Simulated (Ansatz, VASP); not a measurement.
**Two plane-wave programs on InPd**

```xyz
2
Lattice="3.2719 0.0000 0.0000 0.0000 3.2719 0.0000 0.0000 0.0000 3.2719" Properties=species:S:1:pos:R:3 pbc="T T T"
In   -0.0500    0.0000    0.0000
Pd    1.6359    1.6359    1.6359
```

Change from the starting cell: all In atoms moved -0.050 Å, as atom 1 along Cartesian [1 0 0].

Alike in both runs: task single point; functional PBE; k mesh 14 × 14 × 14; occupations gaussian, width 0.15 eV; no spin polarisation.

|  | VASP | Ansatz |
| --- | --- | --- |
| version | VASP 6.6.1 | Ansatz 0.2.0 |
| potentials or method | VASP PAW PBE potentials, release 64 (In_d, Pd), cutoff 520 eV | scalar-relativistic, plane waves, PAW |
| valence electrons in the cell | 23 | 31 |

|  | VASP | Ansatz | Ansatz less VASP |
| --- | --- | --- | --- |
| gap on the k mesh at the Fermi level (eV) | none | none | - |
| pressure (GPa) | 3.8 | 3.8 | -0.02 |
| traceless stress, the component that is largest in VASP (GPa) | -0.07 | -0.07 | +0.001 |
| rms of the force components (eV/Å) | 0.123 | 0.121 | -0.0022 |

Atom by atom the forces differ by 0.002 eV/Å (rms over components). A gap of «none» marks a metal or a gap that the smearing closes. VASP's potentials hold 23 valence electrons a cell and Ansatz's 31, so a difference there can come from the potentials and not from the codes.
